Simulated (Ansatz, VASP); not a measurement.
# One calculation of LiHf3Si, two programs

```xyz
5
Lattice="4.1746 0.0000 0.0000 0.0000 4.1746 0.0000 0.0000 0.0000 4.2269" Properties=species:S:1:pos:R:3 pbc="T T T"
Li    0.0000    0.0000    0.0000
Hf    2.0873    2.0873    4.1212
Hf    0.0000    2.0873    2.0500
Hf    2.0873    0.0000    2.0500
Si    2.0873    2.0873    2.1768
```

Alike in both runs: task relaxation of cell and atoms; functional PBE; k mesh 4 × 4 × 4; occupations gaussian, width 0.1 eV; no spin polarisation.

```csv
,VASP,Ansatz
version,VASP 6.6.1,Ansatz 0.2.0
potentials or method,"VASP PAW PBE potentials, release 64 (Li_sv, Hf_pv, Si), cutoff 600 eV","scalar-relativistic, plane waves, PAW"
valence electrons in the cell,37,85
```

```csv
,VASP,Ansatz,Ansatz less VASP
"gap on the k mesh at the Fermi level, each at its own relaxed structure (eV)",none,none,-
relaxed volume (Å³/atom),24.26,24.41,+0.158
relaxed length of the cell vector where the two differ most in proportion (Å),5.060,5.083,+0.0229
```

A gap of «none» marks a metal or a gap that the smearing closes. VASP's potentials hold 37 valence electrons a cell and Ansatz's 85, so a difference there can come from the potentials and not from the codes.

The k mesh is coarse, so the values compare programs but aren't converged. Neither program's run includes spin-orbit coupling. Noted on VASP's run: the cutoff is under 1.25 times that of the potentials, so the pressure is a little rough; the volume moved by over 15 % at a fixed basis, so the end points are rough.
